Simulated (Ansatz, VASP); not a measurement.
# LiH in VASP and in Ansatz

The input POSCAR:

```
LiH
1.0
    0.0000000000      2.1193688414      1.9667136018
    2.1193688414      0.0000000000      1.9667136018
    2.1193688414      2.1193688414      0.0000000000
Li H
1 1
Direct
    0.0000000000      0.0000000000      0.0000000000
    0.5000000000      0.5000000000      0.5000000000
```

The input INCAR.step1:

```
PREC = Accurate
ENCUT = 520
EDIFF = 1E-5
ISMEAR = 0
SIGMA = 0.01
LREAL = False
LASPH = True
NELM = 60
ALGO = Normal
ISIF = 2
LWAVE = True
LCHARG = False
NBANDS = 9
GGA = PE
```

INCAR.step2

```
PREC = Accurate
ENCUT = 520
EDIFF = 1E-7
ISMEAR = 0
SIGMA = 0.01
LREAL = False
LASPH = True
NELM = 60
ALGO = Normal
ISIF = 2
LWAVE = False
LCHARG = False
GGA = PE
LHFCALC = True
HFSCREEN = 0.2079
PRECFOCK = Normal
NBANDS = 9
ISTART = 1
```

KPOINTS

```
Automatic mesh
0
Gamma
  8 8 8
```

Input for Ansatz:

```yaml
crystal:
  lattice:
    - [0.0, 2.1193688414, 1.9667136018]
    - [2.1193688414, 0.0, 1.9667136018]
    - [2.1193688414, 2.1193688414, 0.0]
  atoms:
    - { symbol: Li, position: [0.0, 0.0, 0.0] }
    - { symbol: H, position: [0.5, 0.5, 0.5] }
kpoints:
  mp_grid: { grid: [8, 8, 8] }
  band_path:
    path:
      - [0.0, 0.0, 0.0]
      - [0.5, 0.0, 0.5]
      - [0.625, 0.25, 0.625]
      - [0.375, 0.375, 0.75]
      - [0.5, 0.5, 0.5]
      - [0.5, 0.25, 0.75]
    npoints: 1
hamiltonian:
  xc: hse06
scf:
  occupations: { method: fixed }
  n_extra_bands: 4
output:
  forces: true
  stress: true
  eigenvalues: true
```

Change from the starting cell: epitaxial_xy strain +5.8%.

Alike in both runs: task single point; functional HSE06; k mesh 8 × 8 × 8; no spin polarisation.

|  | VASP | Ansatz |
| --- | --- | --- |
| version | VASP 6.6.1 | Ansatz 0.2.0 |
| potentials or method | VASP PAW PBE potentials, release 64 (Li_sv, H) | plane waves, PAW |
| plane-wave cutoff (eV) | 520 | 420 |
| occupations | gaussian, width 0.01 eV | fixed |
| valence electrons in the cell | 4 | 4 |

Ansatz gave:

| Property | Result |
| --- | --- |
| gap on the k mesh at the Fermi level (eV) | 3.33 |

Q: Estimate VASP's values.

A: gap on the k mesh at the Fermi level (eV): 3.32.

Ansatz's warnings: stress exchange threshold loose, stress scf threshold loose.

Noted on VASP's run: the cutoff is short for stress, so the pressure is rough.
